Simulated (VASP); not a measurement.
Wanted: the native input for a VASP 6.6.1 run.

| Quantity | Value |
| --- | --- |
| Task | single point |
| Functional | PBE |
| Potentials or basis | VASP PAW PBE potentials, release 64 (Nb_sv, C) |
| Cutoff | 520 eV |
| k mesh | 6 × 6 × 2 |
| Occupations | gaussian, width 0.1 eV |
| Spin | collinear spin, ferromagnetic start |
| Starting moments | [1.0, 0.0, 0.0, 0.0, 0.0] μB |
| Dipole correction | no |
| Further INCAR settings | ALGO = Normal; EDIFF = 1e-06; NBANDS = 26 |

The structure of NbC4 lies in POSCAR:

```
NbC4
1.0
    3.1321142029      0.0000000000      0.0000000000
   -1.5660571015      2.7124904673      0.0000000000
    0.0000000000      0.0000000000      8.0550446175
Nb C
1 4
Direct
    0.0000000000      0.0000000000      0.5000000000
    0.0000000000      0.0000000000      0.0807821499
    0.0000000000      0.0000000000      0.9192178501
    0.0000000000      0.0000000000      0.2399719087
    0.0000000000      0.0000000000      0.7600280913
```

These files were run (other wordings do the same):

INCAR

```
SYSTEM = NbC4
PREC = Accurate
ENCUT = 520
EDIFF = 1E-6
ISMEAR = 0
SIGMA = 0.1
LREAL = .False.
LASPH = .True.
NELM = 150
ALGO = Normal
ISIF = 2
LWAVE = .False.
LCHARG = .True.
ISPIN = 2
MAGMOM = 1 0 0 0 0
LORBIT = 11
LMAXMIX = 4
GGA = PE
LELF = .True.
LVHAR = .True.
NBANDS = 26
```

KPOINTS

```
regular mesh
0
Gamma
  6 6 2
  0 0 0
```

Potentials or basis: VASP PAW PBE potentials, release 64 (Nb_sv, C).

The run is started by

```sh
$ cat potpaw_PBE.64/Nb_sv/POTCAR potpaw_PBE.64/C/POTCAR > POTCAR
$ mpirun -np 1 vasp_std > vasp.out
```

It gave:

```json
{"Pressure": "0.4 GPa", "Largest force": "0.281 eV/Å", "Net moment": "0.22 μB per cell", "Site moments": "Nb +0.10; C +0.00, +0.01 μB", "Valence electrons inside the program's atomic spheres": "Nb 10.52; C 2.69, 2.48"}
```

Caveat: the k points lie up to 0.39 Å⁻¹ apart.

Run time: 24 s on 1 thread of Intel(R) Xeon(R) 6975P-C (Granite Rapids) (shared host), peak memory 0.22 GiB.
